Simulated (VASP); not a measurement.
# CaB6 (Pm-3m) in VASP: a series of runs

CaB6 is run at these levels: LDA, PBE; tasks: single point.

All numbers are computed with VASP 6.6.1; they aren't measurements. Logs are shortened: lines on timing, memory, paths and dates and some standing lists are left out, and cuts for length are marked.

## Step 1: The cell of the first run

Symmetry: Pm-3m, No. 221, cubic system. The conventional cell has a = 4.088 Å, b = 4.088 Å, c = 4.088 Å, α = 90.00°, β = 90.00°, γ = 90.00°. Within 4.1 Å of Ca (site symmetry m-3m) lie 24 B at 3.01 Å and 6 Ca at 4.09 Å. B (site symmetry 4mm) has 5 B at 1.65 to 1.73 Å within 2.2 Å.

## Step 2: Single point, LDA

Contents of INCAR:

```
ALGO = Normal
EDIFF = 1E-6
ENCUT = 520
GGA = CA
ISIF = 2
ISMEAR = -1
LASPH = T
LCHARG = T
LELF = T
LREAL = F
LVHAR = T
LWAVE = F
NBANDS = 23
NELM = 80
PREC = Accurate
SIGMA = 0.02
```

Contents of KPOINTS:

```
k-points
0
Gamma
  6 6 6
```

Contents of POSCAR:

```
CaB6
1.0
    4.0881708228      0.0000000000      0.0000000000
    0.0000000000      4.0881708228      0.0000000000
    0.0000000000      0.0000000000      4.0881708228
Ca B
1 6
Direct
    0.5000000000      0.5000000000      0.5000000000
    0.0000000000      0.0000000000      0.2983974451
    0.0000000000      0.0000000000      0.7016025549
    0.2983974451      0.0000000000      0.0000000000
    0.7016025549      0.0000000000      0.0000000000
    0.0000000000      0.2983974451      0.0000000000
    0.0000000000      0.7016025549      0.0000000000
```

Potentials or basis: VASP PAW LDA potentials, release 64 (Ca_sv, B).

On the command line:

```bash
cat potpaw_LDA.64/Ca_sv/POTCAR potpaw_LDA.64/B/POTCAR > POTCAR
mpirun -np 1 vasp_std > vasp.out
```

OUTCAR:

```text
EDIFF = 1E-6
   ENCUT = 520
   GGA = CA
   ISIF = 2
   ISMEAR = -1
   LASPH = T
   LREAL = F
   NELM = 80
   PREC = Accurate

 ion  position               nearest neighbor table
   1  0.500  0.500  0.500-
   2  0.000  0.000  0.298-   3 1.65   4 1.73   5 1.73   6 1.73   7 1.73
   3  0.000  0.000  0.702-   2 1.65   4 1.73   5 1.73   6 1.73   7 1.73
   4  0.298  0.000  0.000-   5 1.65   3 1.73   2 1.73   6 1.73   7 1.73
   5  0.702  0.000  0.000-   4 1.65   3 1.73   2 1.73   6 1.73   7 1.73
   6  0.000  0.298  0.000-   7 1.65   3 1.73   4 1.73   5 1.73   2 1.73
   7  0.000  0.702  0.000-   6 1.65   3 1.73   4 1.73   5 1.73   2 1.73

  LATTYP: Found a simple cubic cell.
 ALAT       =     4.0881708228

  Lattice vectors:

 A1 = (   4.0881708228,   0.0000000000,   0.0000000000)
 A2 = (   0.0000000000,   4.0881708228,   0.0000000000)
 A3 = (   0.0000000000,   0.0000000000,   4.0881708228)

Analysis of symmetry for initial positions (statically):
=====================================================================
 Subroutine PRICEL returns:
 Original cell was already a primitive cell.

 Routine SETGRP: Setting up the symmetry group for a
 simple cubic supercell.

 Subroutine GETGRP returns: Found 48 space group operations
 (whereof 48 operations were pure point group operations)
 out of a pool of 48 trial point group operations.

The static configuration has the point symmetry O_h .

Analysis of symmetry for dynamics (positions and initial velocities):
=====================================================================
 Subroutine PRICEL returns:
 Original cell was already a primitive cell.

 Routine SETGRP: Setting up the symmetry group for a
 simple cubic supercell.

 Subroutine GETGRP returns: Found 48 space group operations
 (whereof 48 operations were pure point group operations)
 out of a pool of 48 trial point group operations.

The dynamic configuration has the point symmetry O_h .

 Subroutine INISYM returns: Found 48 space group operations
 (whereof 48 operations are pure point group operations),
 and found     1 'primitive' translations

----------------------------------------------------------------------------------------

                                     Primitive cell

  volume of cell :      68.3262

  direct lattice vectors                    reciprocal lattice vectors
     4.088170823  0.000000000  0.000000000     0.244608174  0.000000000  0.000000000
     0.000000000  4.088170823  0.000000000     0.000000000  0.244608174  0.000000000
     0.000000000  0.000000000  4.088170823     0.000000000  0.000000000  0.244608174

  length of vectors
     4.088170823  4.088170823  4.088170823     0.244608174  0.244608174  0.244608174

  position of ions in fractional coordinates (direct lattice)
     0.500000000  0.500000000  0.500000000
     0.000000000  0.000000000  0.298397445
     0.000000000  0.000000000  0.701602555
     0.298397445  0.000000000  0.000000000
     0.701602555  0.000000000  0.000000000
     0.000000000  0.298397445  0.000000000
     0.000000000  0.701602555  0.000000000

  ion indices of the primitive-cell ions
   primitive index   ion index
                 1           1
                 2           2
                 3           3
                 4           4
                 5           5
                 6           6
                 7           7

----------------------------------------------------------------------------------------

 KPOINTS: k-points

Automatic generation of k-mesh.
 Grid dimensions read from file:
 generate k-points for:    6    6    6

 Generating k-lattice:

  Cartesian coordinates                     Fractional coordinates (reciprocal lattice)
     0.040768029  0.000000000  0.000000000     0.166666667  0.000000000  0.000000000
     0.000000000  0.040768029  0.000000000     0.000000000  0.166666667  0.000000000
     0.000000000  0.000000000  0.040768029     0.000000000  0.000000000  0.166666667

  Length of vectors
     0.040768029  0.040768029  0.040768029

  Shift w.r.t. Gamma in fractional coordinates (k-lattice)
     0.000000000  0.000000000  0.000000000

 Subroutine IBZKPT returns following result:
 ===========================================

 Found     20 irreducible k-points:

 Following reciprocal coordinates:
            Coordinates               Weight
  0.000000  0.000000  0.000000      1.000000
  0.166667  0.000000  0.000000      6.000000
  0.333333  0.000000  0.000000      6.000000
  0.500000  0.000000  0.000000      3.000000
  0.166667  0.166667  0.000000     12.000000
  0.333333  0.166667  0.000000     24.000000
[... 12 lines left out ...]
  0.500000  0.500000  0.333333      6.000000
  0.500000  0.500000  0.500000      1.000000
   k-points           NKPTS =     20   k-points in BZ     NKDIM =     20   number of bands    NBANDS=     23
   number of dos      NEDOS =    301   number of ions     NIONS =      7
   total plane-waves  NPLWV =  27000
   dimension x,y,z NGX =    30 NGY =   30 NGZ =   30
   dimension x,y,z NGXF=    60 NGYF=   60 NGZF=   60
   ions per type =               1   6
   NGX,Y,Z   is equivalent  to a cutoff of  12.20, 12.20, 12.20 a.u.
   NGXF,Y,Z  is equivalent  to a cutoff of  24.40, 24.40, 24.40 a.u.
 SYSTEM =  unknown system
   PREC   = accura    normal or accurate (medium, high low for compatibility)
   ISTART =      0    job   : 0-new  1-cont  2-samecut
   ICHARG =      2    charge: 1-file 2-atom 10-const
   ISPIN  =      1    spin polarized calculation?
   LNONCOLLINEAR =      F non collinear calculations
   LSORBIT =      F    spin-orbit coupling
   LASPH  =      T    aspherical Exc in radial PAW
   ENCUT  =  520.0 eV  38.22 Ry    6.18 a.u.   7.60  7.60  7.60*2*pi/ulx,y,z
   NELM   =     80;   NELMIN=  2; NELMDL= -5     # of ELM steps
   EDIFF  = 0.1E-05   stopping-criterion for ELM
   LREAL  =      F    real-space projection
   EDIFFG = 0.1E-04   stopping-criterion for IOM
   NSW    =      0    number of steps for IOM
   IBRION =     -1    ionic relax: 0-MD 1-quasi-New 2-CG
   NFREE  =      0    steps in history (QN), initial steepest desc. (CG)
   ISIF   =      2    stress and relaxation
   ISYM   =      2    0-nonsym 1-usesym 2-fastsym
   POTIM  = 0.5000    time-step for ionic-motion
   TEBEG  =    0.0;   TEEND  =   0.0 temperature during run
   PSTRESS=    0.0 pullay stress
   NELECT =      28.0000    total number of electrons
   NUPDOWN=      -1.0000    fix difference up-down
   EMIN   =  10.00;   EMAX   =-10.00  energy-range for DOS
   EFERMI =   0.00;   METHOD = LEGACY
   ISMEAR =    -1;   SIGMA  =   0.02  broadening in eV -4-tet -1-fermi 0-gaus
   EFERMI_NEDOS =   21; number of points for ismear=-14 and -15
   IALGO  =     38    algorithm
   IMIX   =      4    mixing-type and parameters
     AMIX     =   0.40;   BMIX     =  1.00
     AMIX_MAG =   1.60;   BMIX_MAG =  1.00
  volume/ion in A,a.u.               =       9.76        65.87
  Fermi-wavevector in a.u.,A,eV,Ry     =   1.215995  2.297897 20.118172  1.478644
  Thomas-Fermi vector in A             =   2.351364
   LORBIT       =      0    0 simple, 1 ext, 2 COOP (PROOUT), +10 PAW based schemes
   GGA     = CA    functional components
   LHFCALC =     F    Hartree Fock is set to
   AEXX    =    0.0000 exact exchange contribution
   IVDW    =     0    specifies the selected vdW correction
   LEPSILON=     F    determine dielectric tensor
   LRPA    =     F    only Hartree local field effects (RPA)
 non-spin polarized calculation
  energy-cutoff  :      520.00
  volume of cell :       68.33
 maximum number of plane-waves:      1856
   NGX = 15   NGY = 15   NGZ = 15

 number of electron      28.0000006 magnetization

 Free energy of the ion-electron system (eV)
  ---------------------------------------------------
  ext. energy  EPLUGINS =         0.00000000
  ---------------------------------------------------
  free energy    TOTEN  =       -49.84400091 eV

  energy without entropy =      -49.84370285  energy(sigma->0) =      -49.84385188

 E-fermi :   4.9077     XC(G=0): -10.9921

 val. band max:        4.8402547613   @ k =   0.3333   0.0000   0.0000
 cond. band min:       4.9605292256   @ k =   0.5000   0.0000   0.0000
 fundamental gap:      0.1202744644
 Fermi energy:         4.9076655027

 k-point     1 :       0.0000    0.0000    0.0000
  band No.  band energies     occupation
      1     -35.5846      2.00000
      2     -16.8798      2.00000
      3     -16.8798      2.00000
      4     -16.8798      2.00000
      5      -9.6767      2.00000
      6      -2.1815      2.00000
[... 15 lines left out ...]
     22       9.7204      0.00000
     23      10.9394      0.00000

 k-point     2 :       0.1667    0.0000    0.0000
  band No.  band energies     occupation
      1     -35.5838      2.00000
      2     -16.8993      2.00000
      3     -16.8776      2.00000
      4     -16.8776      2.00000
      5      -9.5851      2.00000
      6      -3.1729      2.00000
[... 15 lines left out ...]
     22       9.7299      0.00000
     23      10.2178      0.00000

 k-point     3 :       0.3333    0.0000    0.0000
  band No.  band energies     occupation
      1     -35.5822      2.00000
      2     -16.9377      2.00000
      3     -16.8732      2.00000
      4     -16.8732      2.00000
      5      -9.3824      2.00000
      6      -4.2205      2.00000
[... 15 lines left out ...]
     22      10.7850      0.00000
     23      11.0366      0.00000
[... 391 lines left out ...]
 k-point    19 :       0.5000    0.5000    0.3333
  band No.  band energies     occupation
      1     -35.5759      2.00000
      2     -16.9301      2.00000
      3     -16.9301      2.00000
      4     -16.9109      2.00000
      5      -8.8738      2.00000
      6      -3.6565      2.00000
[... 15 lines left out ...]
     22      11.4557      0.00000
     23      11.7022      0.00000

 k-point    20 :       0.5000    0.5000    0.5000
  band No.  band energies     occupation
      1     -35.5751      2.00000
      2     -16.9269      2.00000
      3     -16.9269      2.00000
      4     -16.9269      2.00000
      5      -8.8014      2.00000
      6      -3.5789      2.00000
[... 15 lines left out ...]
     22      13.0320      0.00000
     23      13.0320      0.00000

------------------------ aborting loop because EDIFF is reached ----------------------------------------

  FORCE on cell =-STRESS in cart. coord.  units (eV):
  Direction    XX          YY          ZZ          XY          YZ          ZX
  --------------------------------------------------------------------------------------
  -------------------------------------------------------------------------------------
  Total        0.1197698      0.1197698      0.1197698     -0.0000000     -0.0000000     -0.0000000
  in kB        2.8084765      2.8084765      2.8084765     -0.0000000     -0.0000000     -0.0000000
  external PRESSURE =       2.8084765 kB  Pullay stress =       0.0000000 kB

 VOLUME and BASIS-vectors are now :
 -----------------------------------------------------------------------------
  energy-cutoff  :      520.00
  volume of cell :       68.33
      direct lattice vectors                 reciprocal lattice vectors
     4.088170823  0.000000000  0.000000000     0.244608174  0.000000000  0.000000000
     0.000000000  4.088170823  0.000000000     0.000000000  0.244608174  0.000000000
     0.000000000  0.000000000  4.088170823     0.000000000  0.000000000  0.244608174

 POSITION                                       TOTAL-FORCE (eV/Angst)
 -----------------------------------------------------------------------------------
      2.04409      2.04409      2.04409         0.000000      0.000000      0.000000
      0.00000      0.00000      1.21990         0.000000      0.000000      0.022064
      0.00000      0.00000      2.86827         0.000000      0.000000     -0.022064
      1.21990      0.00000      0.00000         0.022064      0.000000     -0.000000
      2.86827      0.00000      0.00000        -0.022064      0.000000      0.000000
      0.00000      1.21990      0.00000         0.000000      0.022064     -0.000000
      0.00000      2.86827      0.00000         0.000000     -0.022064      0.000000
 -----------------------------------------------------------------------------------
    total drift:                                0.000000      0.000000      0.000000

  FREE ENERGIE OF THE ION-ELECTRON SYSTEM (eV)
  ---------------------------------------------------
  free  energy   TOTEN  =       -49.8440009057 eV

  energy  without entropy=      -49.8437028518  energy(sigma->0) =      -49.84385188
```

Wall time 12 s (1 thread of Intel Xeon 6975P-C (Granite Rapids), shared host); peak memory 0.15 GiB.

What came out:

```
Free energy            : -49.8440 eV
Pressure               : 0.3 GPa
Largest force          : 0.022 eV/Å
Band gap on the k mesh : 0.12 eV (least direct gap 0.28 eV)
```

Forces on the atoms (eV/Å):
```
Ca   0.000  0.000  0.000
B    0.000  0.000  0.022
B    0.000  0.000 -0.022
B    0.022  0.000  0.000
B   -0.022  0.000  0.000
B    0.000  0.022  0.000
B    0.000 -0.022  0.000
```

## Step 3: Single point, PBE

This run uses another cell than the first one, of 10.11 Å³/atom.

Contents of INCAR:

```
SYSTEM = CaB6
ALGO = Normal ; EDIFF = 1E-6
ENCUT = 520 ; GGA = PE
ISIF = 2 ; ISMEAR = -1
LASPH = .True. ; LCHARG = .False.
LREAL = .False. ; LWAVE = .False.
NBANDS = 23 ; NELM = 100
PREC = Accurate ; SIGMA = 0.02
```

Contents of KPOINTS:

```
k-points
0
Gamma
  6 6 6
  0 0 0
```

Contents of POSCAR:

```
CaB6
1.0
    4.1360723764      0.0000000000      0.0000000000
    0.0000000000      4.1360723764      0.0000000000
    0.0000000000      0.0000000000      4.1360723764
Ca B
1 6
Direct
    0.5000000000      0.5000000000      0.5000000000
    0.0000000000      0.0000000000      0.2982067326
    0.0000000000      0.0000000000      0.7017932674
    0.2982067326      0.0000000000      0.0000000000
    0.7017932674      0.0000000000      0.0000000000
    0.0000000000      0.2982067326      0.0000000000
    0.0000000000      0.7017932674      0.0000000000
```

Potentials or basis: VASP PAW PBE potentials, release 64 (Ca_sv, B).

On the command line:

```bash
cat potpaw_PBE.64/Ca_sv/POTCAR potpaw_PBE.64/B/POTCAR > POTCAR
mpirun -np 1 vasp_std > vasp.out
```

It took 12 s on 1 thread of Intel Xeon 6975P-C (Granite Rapids), shared host; peak memory 0.18 GiB.

Results (log left out):

| Property | Result |
| --- | --- |
| Free energy | -45.0120 eV |
| Pressure | 1.4 GPa |
| Largest force | 0.094 eV/Å |
| Band gap on the k mesh | 0.11 eV (least direct gap 0.15 eV) |

Forces on the atoms (eV/Å):
```
Ca   0.000  0.000  0.000
B    0.000  0.000  0.094
B    0.000  0.000 -0.094
B    0.094  0.000  0.000
B   -0.094  0.000  0.000
B    0.000  0.094  0.000
B    0.000 -0.094  0.000
```

Levels at points of the mesh, in eV from the valence-band top:
| k point | band 12 | band 13 | band 14 | band 15 | band 16 | band 17 |
| --- | --- | --- | --- | --- | --- | --- |
| (0.00, 0.00, 0.00) | -0.28 | -0.28 | -0.28 | 2.89 | 2.89 | 2.89 |
| (0.50, 0.00, 0.00) | -2.34 | -1.73 | -0.04 | 0.11 | 3.27 | 3.27 |
| (0.50, 0.50, 0.00) | -2.66 | -1.43 | -1.43 | 3.14 | 3.14 | 4.13 |
| (0.50, 0.50, 0.50) | -1.04 | -1.04 | -1.04 | 4.34 | 4.82 | 4.82 |

A k mesh can miss the band edges.

## Step 4: Single point, LDA

This run uses another cell than the first one, of 10.11 Å³/atom.

Contents of INCAR:

```
PREC = Accurate
ENCUT = 520
EDIFF = 1E-6
ISMEAR = -1
SIGMA = 0.02
LREAL = F
LASPH = T
NELM = 60
ALGO = Normal
ISIF = 2
LWAVE = F
LCHARG = T
LELF = T
LVHAR = T
NBANDS = 23
```

Contents of KPOINTS:

```
Automatic mesh
0
Gamma
  6 6 6
```

POSCAR is that of step 3.

Potentials or basis: VASP PAW LDA potentials, release 64 (Ca_sv, B).

On the command line:

```bash
cat potpaw_LDA.64/Ca_sv/POTCAR potpaw_LDA.64/B/POTCAR > POTCAR
mpirun -np 1 vasp_std > vasp.out
```

It took 10 s on 1 thread of Intel Xeon 6975P-C (Granite Rapids), shared host; peak memory 0.16 GiB.

The run converged. Its results:

* Free energy: -49.8075 eV
* Pressure: -5.2 GPa
* Largest force: 0.099 eV/Å
* Band gap on the k mesh: 0.11 eV (least direct gap 0.24 eV)

Forces on the atoms (eV/Å):
```
Ca   0.000  0.000  0.000
B    0.000  0.000 -0.099
B    0.000  0.000  0.099
B   -0.099  0.000  0.000
B    0.099  0.000  0.000
B    0.000 -0.099  0.000
B    0.000  0.099  0.000
```

Levels at points of the mesh, in eV from the valence-band top:
| k point | band 12 | band 13 | band 14 | band 15 | band 16 | band 17 |
| --- | --- | --- | --- | --- | --- | --- |
| (0.00, 0.00, 0.00) | -0.29 | -0.29 | -0.29 | 2.88 | 2.88 | 2.88 |
| (0.50, 0.00, 0.00) | -2.33 | -1.72 | -0.13 | 0.11 | 3.22 | 3.22 |
| (0.50, 0.50, 0.00) | -2.67 | -1.42 | -1.42 | 3.10 | 3.10 | 4.01 |
| (0.50, 0.50, 0.50) | -1.05 | -1.05 | -1.05 | 4.16 | 4.73 | 4.73 |

Caveat: the cell stands under tension.

## Step 5: The runs side by side

| level | potentials or basis | cell | gap on the mesh (eV) | pressure (GPa) | largest force (eV/Å) |
| --- | --- | --- | --- | --- | --- |
| LDA | VASP PAW LDA potentials, release 64 (Ca_sv, B) | a = 4.088 Å, 7 atoms, atomic positions A | 0.12 | 0.3 | 0.02 |
| PBE | VASP PAW PBE potentials, release 64 (Ca_sv, B) | a = 4.136 Å, 7 atoms, atomic positions B | 0.11 | 1.4 | 0.09 |
| LDA | VASP PAW LDA potentials, release 64 (Ca_sv, B) | a = 4.136 Å, 7 atoms, atomic positions B | 0.11 | -5.2 | 0.10 |

Alike in all rows: task single point; no spin polarisation; k mesh 6 × 6 × 6; cutoff (eV) 520; smearing fermi-dirac 0.02 eV.

Caveats: the cell stands under tension (at least some runs).

Absolute energies hang on the potentials; compare differences alone.
